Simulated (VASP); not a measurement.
# GaSi8O16 (a cell with a defect) in VASP: a series of runs

Runs on GaSi8O16 (a cell with a defect). Level: r2SCAN. Tasks: single point.

Everything below comes from runs of VASP 6.6.1. Logs are shortened: lines on timing, memory, paths and dates and some standing lists are left out, and cuts for length are marked.

## 1. The cell of the first run

The cell holds a defect, 25 atoms: a = 5.833 Å, b = 5.833 Å, c = 5.295 Å, α = 90.00°, β = 90.00°, γ = 90.00°.

## 2. Single point, r2SCAN, collinear spin, zero start

Contents of POSCAR:

```
GaSi8O16
1.0
   -4.1246000000     -4.1246000000      0.0000000000
    4.1246000000     -4.1246000000      0.0000000000
    0.0000000000      0.0000000000      5.2948000000
Si O Ga
8 16 1
Direct
    0.4812319983      0.4615016002      0.0277326811
   -0.0090040246      0.4870908694      0.2498917806
    0.4963145517      0.5117189546      0.5003065272
    0.0118376327      0.5007538913      0.7390471784
    0.0285036125      0.0216750715     -0.0083066405
    0.5016625855      0.0015040246      0.2517339654
    0.0090114193      0.0092979925      0.4895078190
    0.4930190806      0.0200898269      0.7293801466
    0.1916524027      0.5011129564      0.0024756365
    0.0374627843      0.1897211851      0.2510170356
    0.7731754594      0.3855676914      0.0853465664
   -0.0054304660      0.8060508898      0.2329389212
    0.1897310042      0.5142844155      0.4932467704
    0.0104424671      0.2103711875      0.7433538566
    0.7989672938      0.4985798623      0.4926097303
    0.0392824759      0.8413270378      0.7357248621
    0.7005901178      0.0069941328     -0.0108368588
    0.4953433060      0.7045519566      0.2612589711
    0.3200143044      0.0077479028     -0.0054959583
    0.4566721621      0.2978570043      0.2768038453
    0.7052144450      0.0210642244      0.4907191962
    0.4815365126      0.7292834457      0.7001099192
    0.3061247151      0.0104890171      0.4885912593
    0.4882867430      0.3126750473      0.7457624462
    0.7449456917      0.6942110750      0.9107533807
```

Contents of INCAR.step1:

```
SYSTEM = GaSi8O16
PREC = Accurate
ENCUT = 580
ISMEAR = 0
SIGMA = 0.02
LREAL = .FALSE.
LASPH = .TRUE.
NELM = 200
ISPIN = 2
MAGMOM = 0 0 0 0 0 0 0 0 0 0 0 0 0 0 0 0 0 0 0 0 0 0 0 0 0
NBANDS = 92
GGA = PE
ALGO = Normal
EDIFF = 1E-5
LWAVE = .TRUE.
LCHARG = .FALSE.
GGA_COMPAT = .FALSE.
```

Contents of INCAR.step2:

```
SYSTEM = GaSi8O16
PREC = Accurate
ENCUT = 580
EDIFF = 1E-6
ISMEAR = 0
SIGMA = 0.02
LREAL = .FALSE.
LASPH = .TRUE.
NELM = 200
ALGO = Normal
ISIF = 2
LWAVE = .FALSE.
LCHARG = .TRUE.
ISPIN = 2
MAGMOM = 0 0 0 0 0 0 0 0 0 0 0 0 0 0 0 0 0 0 0 0 0 0 0 0 0
LORBIT = 11
METAGGA = R2SCAN
LMIXTAU = .TRUE.
LELF = .TRUE.
LVHAR = .TRUE.
NBANDS = 92
ISTART = 1
GGA_COMPAT = .FALSE.
```

Contents of KPOINTS:

```
regular mesh
0
G
  2 2 2
  0 0 0
```

Potentials or basis: VASP PAW PBE potentials, release 64 (Si, O, Ga_d).

On the command line:

```sh
> cat potpaw_PBE.64/Si/POTCAR potpaw_PBE.64/O/POTCAR potpaw_PBE.64/Ga_d/POTCAR > POTCAR
> cp INCAR.step1 INCAR
> mpirun -np 1 vasp_std > vasp.out
> cp INCAR.step2 INCAR
> mpirun -np 1 vasp_std > vasp.out
```

OUTCAR:

```text
SYSTEM = GaSi8O16
   PREC = Accurate
   ENCUT = 580
   EDIFF = 1E-6
   ISMEAR = 0
   LREAL = .FALSE.
   LASPH = .TRUE.
   NELM = 200
   ISIF = 2
   ISPIN = 2
   LORBIT = 11
   METAGGA = R2SCAN
   ISTART = 1

 ion  position               nearest neighbor table
   1  0.481  0.462  0.028-  20 1.63   9 1.71  24 1.73  11 1.79  18 1.88  25 2.14  22 2.33   3 2.52
                             3 2.81   6 2.94   8 3.02   2 3.10   4 3.14
   2  0.991  0.487  0.250-  11 1.65  15 1.71  13 1.74  10 1.76   9 1.76  12 1.86   4 2.59  25 2.60
                             4 2.71   5 3.05   7 3.06   1 3.10
   3  0.496  0.512  0.500-  22 1.65  18 1.69  20 1.73  24 1.74  15 1.77  13 1.79   1 2.52   1 2.81
                            25 2.82   4 3.10   8 3.11   6 3.15
   4  0.012  0.501  0.739-  13 1.67  14 1.69   9 1.75  15 1.80  16 1.99  25 2.13  11 2.40   2 2.59
                             2 2.71   3 3.10   5 3.10   1 3.14
   5  0.029  0.022  0.992-  10 1.69  19 1.70  16 1.72  14 1.72  12 1.80  17 1.91  25 2.56   7 2.64
                             7 2.66   8 3.04   2 3.05   6 3.09   4 3.10
   6  0.502  0.002  0.252-  23 1.70  19 1.73  18 1.73  21 1.74  20 1.75  17 1.81   8 2.53   8 2.77
                            25 2.91   1 2.94   5 3.09   7 3.14   3 3.15
   7  0.009  0.009  0.490-  16 1.64  10 1.65  23 1.73  21 1.77  14 1.78  12 1.81   5 2.64   5 2.66
                             2 3.06   8 3.10   6 3.14
   8  0.493  0.020  0.729-  23 1.68  22 1.70  24 1.71  19 1.73  21 1.77  17 1.83   6 2.53  25 2.59
                             6 2.77   1 3.02   5 3.04   7 3.10   3 3.11
   9  0.192  0.501  0.002-   1 1.71   4 1.75   2 1.76
  10  0.037  0.190  0.251-   7 1.65   5 1.69   2 1.76
  11  0.773  0.386  0.085-   2 1.65   1 1.79  25 2.03   4 2.40
  12  0.995  0.806  0.233-   5 1.80   7 1.81   2 1.86  25 2.34
  13  0.190  0.514  0.493-   4 1.67   2 1.74   3 1.79
  14  0.010  0.210  0.743-   4 1.69   5 1.72   7 1.78
  15  0.799  0.499  0.493-   2 1.71   3 1.77   4 1.80
  16  0.039  0.841  0.736-   7 1.64   5 1.72   4 1.99  25 2.13
  17  0.701  0.007  0.989-   6 1.81   8 1.83  25 1.89   5 1.91
  18  0.495  0.705  0.261-   3 1.69   6 1.73   1 1.88  25 2.36
  19  0.320  0.008  0.995-   5 1.70   6 1.73   8 1.73
  20  0.457  0.298  0.277-   1 1.63   3 1.73   6 1.75
  21  0.705  0.021  0.491-   6 1.74   8 1.77   7 1.77
  22  0.482  0.729  0.700-   3 1.65   8 1.70  25 1.91   1 2.33
  23  0.306  0.010  0.489-   8 1.68   6 1.70   7 1.73
  24  0.488  0.313  0.746-   8 1.71   1 1.73   3 1.74
  25  0.745  0.694  0.911-  17 1.89  22 1.91  11 2.03   4 2.13  16 2.13   1 2.14  12 2.34  18 2.36
                             5 2.56   8 2.59   2 2.60   3 2.82   6 2.91

  LATTYP: Found a simple tetragonal cell.
 ALAT       =     5.8330652594
 C/A-ratio  =     0.9077217148

  Lattice vectors:

 A1 = (  -4.1246000000,  -4.1246000000,   0.0000000000)
 A2 = (   4.1246000000,  -4.1246000000,   0.0000000000)
 A3 = (   0.0000000000,   0.0000000000,   5.2948000000)

Analysis of symmetry for initial positions (statically):
=====================================================================
 Subroutine PRICEL returns:
 Original cell was already a primitive cell.

 Routine SETGRP: Setting up the symmetry group for a
 simple tetragonal supercell.

 Subroutine GETGRP returns: Found  1 space group operations
 (whereof  1 operations were pure point group operations)
 out of a pool of 16 trial point group operations.

The static configuration has the point symmetry C_1 .

Analysis of symmetry for dynamics (positions and initial velocities):
=====================================================================
 Subroutine PRICEL returns:
 Original cell was already a primitive cell.

 Routine SETGRP: Setting up the symmetry group for a
 simple tetragonal supercell.

 Subroutine GETGRP returns: Found  1 space group operations
 (whereof  1 operations were pure point group operations)
 out of a pool of 16 trial point group operations.

The dynamic configuration has the point symmetry C_1 .

[... 48 lines left out ...]
  ---------------------------------------------------
  free energy    TOTEN  =      -228.77713425 eV

  energy without entropy =     -228.77713425  energy(sigma->0) =     -228.77713425

 E-fermi :  14.2943     XC(G=0): -13.5701

 val. band max:       14.1299766786   @ k =   0.0000   0.5000   0.0000
 cond. band min:      14.4282596774   @ k =   0.5000   0.0000   0.5000
 fundamental gap:      0.2982829988
 Fermi energy:        14.2942670881

 spin component 1

 k-point     1 :       0.0000    0.0000    0.0000
  band No.  band energies     occupation
      1     -15.2012      1.00000
      2     -13.1813      1.00000
      3     -13.1301      1.00000
      4     -12.4671      1.00000
      5     -12.3593      1.00000
      6     -12.0771      1.00000
[... 669 lines left out ...]
     81      20.3788      0.00000
     82      20.5787      0.00000
 Fermi energy:        14.2942670881

 spin component 2

 k-point     1 :       0.0000    0.0000    0.0000
  band No.  band energies     occupation
      1     -15.2012      1.00000
      2     -13.1813      1.00000
      3     -13.1301      1.00000
      4     -12.4671      1.00000
      5     -12.3593      1.00000
      6     -12.0771      1.00000
[... 669 lines left out ...]
     81      20.3788      0.00000
     82      20.5787      0.00000
 [bands above 82 left out]

------------------------ aborting loop because EDIFF is reached ----------------------------------------

  FORCE on cell =-STRESS in cart. coord.  units (eV):
  Direction    XX          YY          ZZ          XY          YZ          ZX
  --------------------------------------------------------------------------------------
  -------------------------------------------------------------------------------------
  Total       58.5948911     56.4087678     68.6405936     -5.1426607     12.2320434     -9.0354128
  in kB      521.1072357    501.6651879    610.4475887    -45.7356887    108.7843357    -80.3554527
  external PRESSURE =     544.4066708 kB  Pullay stress =       0.0000000 kB

 VOLUME and BASIS-vectors are now :
 -----------------------------------------------------------------------------
  energy-cutoff  :      580.00
  volume of cell :      180.15
      direct lattice vectors                 reciprocal lattice vectors
    -4.124600000 -4.124600000  0.000000000    -0.121223876 -0.121223876  0.000000000
     4.124600000 -4.124600000  0.000000000     0.121223876 -0.121223876  0.000000000
     0.000000000  0.000000000  5.294800000     0.000000000  0.000000000  0.188864546

 POSITION                                       TOTAL-FORCE (eV/Angst)
 -----------------------------------------------------------------------------------
     -0.08138     -3.88840      0.14684         0.038011     -0.001153     -0.058105
     -2.07841     -6.09652      1.32313        -0.055819     -0.080103      0.008283
      0.06354     -4.15774      2.64902        -0.006820      0.056064      0.010326
      2.01658     -2.11423      3.91311         0.051292      0.007956      0.042412
     -0.02817     -0.20697      5.25082         0.005944     -0.020324      0.014886
     -2.06295     -2.07536      1.33288         0.023438      0.007995     -0.025060
[... 17 lines left out ...]
     -0.72433     -3.30365      3.94866         0.003607     -0.008231     -0.004040
     -0.20926     -5.93595      4.82226        -0.140595      0.062466     -0.010245
 -----------------------------------------------------------------------------------
    total drift:                               -0.000487     -0.005962     -0.001436

  FREE ENERGIE OF THE ION-ELECTRON SYSTEM (eV)
  ---------------------------------------------------
  free  energy   TOTEN  =      -228.7771342513 eV

  energy  without entropy=     -228.7771342513  energy(sigma->0) =     -228.77713425

 total charge

# of ion       s       p       d       tot
------------------------------------------
    1        0.680   0.977   0.000   1.657
    2        0.592   0.934   0.000   1.526
    3        0.584   0.947   0.000   1.531
    4        0.681   0.959   0.000   1.641
    5        0.592   0.928   0.000   1.520
    6        0.586   0.926   0.000   1.512
[... 17 lines left out ...]
   24        1.561   3.780   0.000   5.341
   25        1.072   1.008  10.287  12.367
--------------------------------------------------
tot         31.085  68.875  10.287 110.247

 magnetization (x)

# of ion       s       p       d       tot
------------------------------------------
    1       -0.000   0.000   0.000  -0.000
    2        0.000  -0.000   0.000  -0.000
    3       -0.000  -0.000   0.000  -0.000
    4        0.000   0.000   0.000   0.000
    5       -0.000  -0.000   0.000  -0.000
    6       -0.000  -0.000   0.000  -0.000
[... 17 lines left out ...]
   24       -0.000  -0.000   0.000  -0.000
   25       -0.000  -0.000   0.000  -0.000
--------------------------------------------------
tot         -0.000  -0.000   0.000  -0.000
```

It took 26 min on 1 thread of Intel Xeon 8259CL, shared host; peak memory 0.55 GiB.

What came out:

| Item | Value |
| --- | --- |
| Free energy | -228.7771 eV |
| Pressure | 54.4 GPa |
| Largest force | 0.154 eV/Å |
| Net moment | 0.00 μB per cell |
| Valence electrons inside the program's atomic spheres | Si 1.66, 1.53, 1.64, 1.52, 1.51, 1.55, 1.54 (each value once); O 5.33, 5.40, 5.24, 5.35, 5.32, 5.36, 5.26, 5.31, 5.37, 5.30, 5.34, 5.41 (each value once); Ga 12.37 |

Forces on the atoms (eV/Å):
```
Si   0.038 -0.001 -0.058
Si  -0.056 -0.080  0.008
Si  -0.007  0.056  0.010
Si   0.051  0.008  0.042
Si   0.006 -0.020  0.015
Si   0.023  0.008 -0.025
Si  -0.001 -0.006 -0.015
Si   0.043 -0.004  0.025
O   -0.016 -0.009 -0.005
O    0.018 -0.011 -0.001
O   -0.040  0.083 -0.017
O   -0.001  0.010  0.013
O   -0.014 -0.013  0.001
O    0.010 -0.011 -0.012
O    0.021  0.017  0.016
O   -0.039  0.019  0.009
O    0.081 -0.074  0.040
O    0.012 -0.028 -0.007
O   -0.008 -0.020 -0.005
O   -0.017 -0.009  0.007
O   -0.045 -0.029  0.009
O    0.039  0.015 -0.041
O    0.039  0.045  0.003
O    0.004 -0.008 -0.004
Ga  -0.141  0.062 -0.010
```

Levels at points of the mesh, in eV from the Fermi level:
Spin up:
```tsv
k point	band 67	band 68	band 69	band 70	band 71	band 72	band 73	band 74
(0.00, 0.00, 0.00)	-5.97	-5.34	-5.32	-2.17	-0.34	1.80	2.22	2.80
(0.50, 0.00, 0.00)	-6.09	-6.05	-5.36	-2.06	-0.43	1.98	2.54	3.35
(0.00, 0.50, 0.00)	-6.20	-6.05	-5.37	-1.78	-0.16	2.20	2.71	2.91
(0.50, 0.50, 0.00)	-6.20	-5.86	-5.17	-1.77	-0.41	2.54	3.06	3.60
(0.00, 0.00, 0.50)	-6.40	-5.72	-5.68	-1.65	0.36	2.32	3.33	3.60
(0.50, 0.00, 0.50)	-5.95	-5.89	-5.54	-1.64	0.13	2.33	3.78	3.92
(0.00, 0.50, 0.50)	-6.17	-5.86	-5.27	-1.49	0.36	2.88	3.32	3.67
(0.50, 0.50, 0.50)	-6.22	-6.10	-5.57	-1.40	0.21	2.86	4.00	4.48
```
Spin down:
| k point | band 67 | band 68 | band 69 | band 70 | band 71 | band 72 | band 73 | band 74 |
| --- | --- | --- | --- | --- | --- | --- | --- | --- |
| (0.00, 0.00, 0.00) | -5.97 | -5.34 | -5.32 | -2.17 | -0.34 | 1.80 | 2.22 | 2.80 |
| (0.50, 0.00, 0.00) | -6.09 | -6.05 | -5.36 | -2.06 | -0.43 | 1.98 | 2.54 | 3.35 |
| (0.00, 0.50, 0.00) | -6.20 | -6.05 | -5.37 | -1.78 | -0.16 | 2.20 | 2.71 | 2.91 |
| (0.50, 0.50, 0.00) | -6.20 | -5.86 | -5.17 | -1.77 | -0.41 | 2.54 | 3.06 | 3.60 |
| (0.00, 0.00, 0.50) | -6.40 | -5.72 | -5.68 | -1.65 | 0.36 | 2.32 | 3.33 | 3.60 |
| (0.50, 0.00, 0.50) | -5.95 | -5.89 | -5.54 | -1.64 | 0.13 | 2.33 | 3.78 | 3.92 |
| (0.00, 0.50, 0.50) | -6.17 | -5.86 | -5.27 | -1.49 | 0.36 | 2.88 | 3.32 | 3.67 |
| (0.50, 0.50, 0.50) | -6.22 | -6.10 | -5.57 | -1.40 | 0.21 | 2.86 | 4.00 | 4.48 |

Caveat: the k points lie up to 0.59 Å⁻¹ apart; the PAW data sets were made with another functional, which shifts forces and pressure a little.

## 3. Single point, r2SCAN, collinear spin, zero start

Contents of POSCAR:

```
GaSi8O16
1.0
   -4.1246000000     -4.1246000000      0.0000000000
    4.1246000000     -4.1246000000      0.0000000000
    0.0000000000      0.0000000000      5.2948000000
Si O Ga
8 16 1
Direct
    0.4870855356      0.4900513989      0.0187278084
   -0.0117862338      0.4891600398      0.2542173453
    0.4825711584      0.5045197110      0.4935685956
    0.0006838239      0.4759519711      0.7515282919
    0.0326155264      0.0148419241      0.0050011332
    0.5118565437      0.0037944286      0.2518871345
    0.0172864035      0.0034763371      0.4964451915
    0.4839311691      0.0265192988      0.7353745184
    0.1887092082      0.4996649372      0.0053093601
    0.0245429860      0.1868750909      0.2571224598
    0.7972329438      0.4111671435      0.0468215985
   -0.0002246278      0.8022403385      0.2453433557
    0.1796699074      0.4982571643      0.4974165219
    0.0123872618      0.1980542356      0.7483525346
    0.7839008631      0.4738717694      0.4798523079
    0.0609713669      0.8431410319      0.7484862507
    0.7062347864      0.0153493672     -0.0025060437
    0.4883160791      0.7036855695      0.2591280124
    0.3238948019      0.0105524172      0.0039427363
    0.4744216409      0.3031427290      0.2573502304
    0.7062082384      0.0080986035      0.5033638664
    0.4501608641      0.7234569413      0.6990275365
    0.3123339233      0.0231483053      0.4840936390
    0.4858426272      0.3159371818      0.7479113470
    0.7467793241      0.7196033555      0.8429145577
```

Contents of INCAR.step1:

```
  PREC = Accurate
  ENCUT = 580
  ISMEAR = 0
  SIGMA = 0.02
  LREAL = False
  LASPH = True
  NELM = 200
  ISPIN = 2
  MAGMOM = 0 0 0 0 0 0 0 0 0 0 0 0 0 0 0 0 0 0 0 0 0 0 0 0 0
  NBANDS = 92
  GGA = PE
  ALGO = Normal
  EDIFF = 1E-5
  LWAVE = True
  LCHARG = False
  GGA_COMPAT = False
```

Contents of INCAR.step2:

```
  PREC = Accurate
  ENCUT = 580
  EDIFF = 1E-6
  ISMEAR = 0
  SIGMA = 0.02
  LREAL = False
  LASPH = True
  NELM = 200
  ALGO = Normal
  ISIF = 2
  LWAVE = False
  LCHARG = False
  ISPIN = 2
  MAGMOM = 0 0 0 0 0 0 0 0 0 0 0 0 0 0 0 0 0 0 0 0 0 0 0 0 0
  LORBIT = 11
  METAGGA = R2SCAN
  LMIXTAU = True
  NBANDS = 92
  ISTART = 1
  GGA_COMPAT = False
```

Contents of KPOINTS:

```
regular mesh
0
Gamma
  2 2 2
```

Potentials or basis: VASP PAW PBE potentials, release 64 (Si, O, Ga_d).

On the command line:

```sh
> cat potpaw_PBE.64/Si/POTCAR potpaw_PBE.64/O/POTCAR potpaw_PBE.64/Ga_d/POTCAR > POTCAR
> cp INCAR.step1 INCAR
> mpirun -np 1 vasp_std > vasp.out
> cp INCAR.step2 INCAR
> mpirun -np 1 vasp_std > vasp.out
```

It took 20 min on 1 thread of Intel Xeon 8259CL, shared host; peak memory 0.55 GiB.

Results (log left out):

- Free energy: -228.4218 eV
- Pressure: 54.9 GPa
- Largest force: 0.798 eV/Å
- Net moment: 0.00 μB per cell
- Valence electrons inside the program's atomic spheres: Si 1.59, 1.55, 1.54, 1.64, 1.51, 1.56, 1.53 (each value once); O 5.32, 5.40, 5.33, 5.26, 5.36, 5.30, 5.25, 5.39, 5.38, 5.28, 5.42, 5.34 (each value once); Ga 12.35

Forces on the atoms (eV/Å):
```
Si  -0.149 -0.032  0.065
Si  -0.157 -0.075  0.028
Si  -0.009 -0.126  0.054
Si   0.000 -0.170  0.053
Si   0.051  0.017 -0.094
Si   0.124  0.089 -0.024
Si   0.058  0.007 -0.042
Si   0.069 -0.013 -0.011
O   -0.091 -0.129 -0.013
O   -0.022  0.023 -0.051
O   -0.416  0.322  0.231
O    0.067  0.100 -0.088
O   -0.044 -0.107 -0.009
O   -0.010 -0.023 -0.051
O    0.065 -0.220  0.078
O    0.032  0.207 -0.117
O    0.105  0.191 -0.302
O    0.044 -0.088  0.106
O    0.078  0.072 -0.098
O   -0.009  0.034  0.102
O    0.031  0.013  0.071
O    0.294 -0.467 -0.414
O    0.212  0.046 -0.004
O    0.066 -0.099 -0.014
Ga  -0.393  0.428  0.547
```

Stress tensor (GPa, compression positive):
```
54.33 -7.16 -9.26
-7.16 53.54  2.56
-9.26  2.56 56.79
```

Levels at points of the mesh, in eV from the Fermi level:
Spin up:
```csv
k point,band 66,band 67,band 68,band 69,band 70,band 71,band 72,band 73,band 74,band 75
"(0.00, 0.00, 0.00)",-6.46,-5.91,-5.85,-5.33,-1.95,-0.37,1.50,2.12,2.68,3.39
"(0.50, 0.00, 0.00)",-6.42,-6.29,-6.09,-5.94,-1.78,-0.17,1.62,2.32,3.07,3.45
"(0.00, 0.50, 0.00)",-6.54,-6.43,-6.12,-5.92,-1.63,-0.17,1.59,2.34,3.09,3.24
"(0.50, 0.50, 0.00)",-6.51,-6.33,-6.10,-5.73,-1.61,-0.11,1.86,2.81,3.61,3.90
"(0.00, 0.00, 0.50)",-6.38,-6.35,-6.23,-5.71,-1.39,0.44,2.41,2.84,3.26,3.95
"(0.50, 0.00, 0.50)",-6.34,-6.24,-6.00,-5.77,-1.38,0.43,2.57,2.84,3.65,4.04
"(0.00, 0.50, 0.50)",-6.44,-6.21,-6.06,-5.69,-1.23,0.46,2.47,3.20,3.77,4.35
"(0.50, 0.50, 0.50)",-6.49,-6.38,-6.32,-6.16,-1.14,0.49,2.69,3.14,4.20,4.68
```
Spin down:
```csv
k point,band 68,band 69,band 70,band 71,band 72,band 73
"(0.00, 0.00, 0.00)",-5.85,-5.33,-1.95,-0.37,1.50,2.12
"(0.50, 0.00, 0.00)",-6.09,-5.94,-1.78,-0.17,1.62,2.32
"(0.00, 0.50, 0.00)",-6.12,-5.92,-1.63,-0.17,1.59,2.34
"(0.50, 0.50, 0.00)",-6.10,-5.73,-1.61,-0.11,1.86,2.81
"(0.00, 0.00, 0.50)",-6.23,-5.71,-1.39,0.44,2.41,2.84
"(0.50, 0.00, 0.50)",-6.00,-5.77,-1.38,0.43,2.57,2.84
"(0.00, 0.50, 0.50)",-6.06,-5.69,-1.23,0.46,2.47,3.20
"(0.50, 0.50, 0.50)",-6.32,-6.16,-1.14,0.49,2.69,3.14
```

Caveat: the k points lie up to 0.59 Å⁻¹ apart; the PAW data sets were made with another functional, which shifts forces and pressure a little.
